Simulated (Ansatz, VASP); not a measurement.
Two plane-wave programs on W

```
W
1.0
     4.47401    0.00000    0.00000
    -2.23700    3.87460    0.00000
     0.00000    0.00000    2.74257
W
3
Direct
  0.00000 0.00000 0.00000
  0.33333 0.66667 0.50000
  0.66667 0.33333 0.50000
```

Alike in both runs: task relaxation of cell and atoms; functional BLYP; k mesh 8 × 8 × 11; occupations fermi-dirac, width 0.1 eV; no spin polarisation.

```csv
,VASP,Ansatz
version,VASP 6.6.1,Ansatz 0.2.0
potentials or method,"VASP PAW PBE potentials, release 64 (W_sv), cutoff 600 eV","plane waves (420 eV) with PAW, scalar-relativistic"
valence electrons in the cell,42,42
```

```csv
,VASP,Ansatz,Ansatz less VASP
relaxed volume (Å³/atom),17.25,17.15,-0.101
relaxed length of the cell vector where the two differ most in proportion (Å),2.642,2.636,-0.0060
```

VASP's potentials were made for PBE, not for BLYP.

Neither program's run includes spin-orbit coupling.
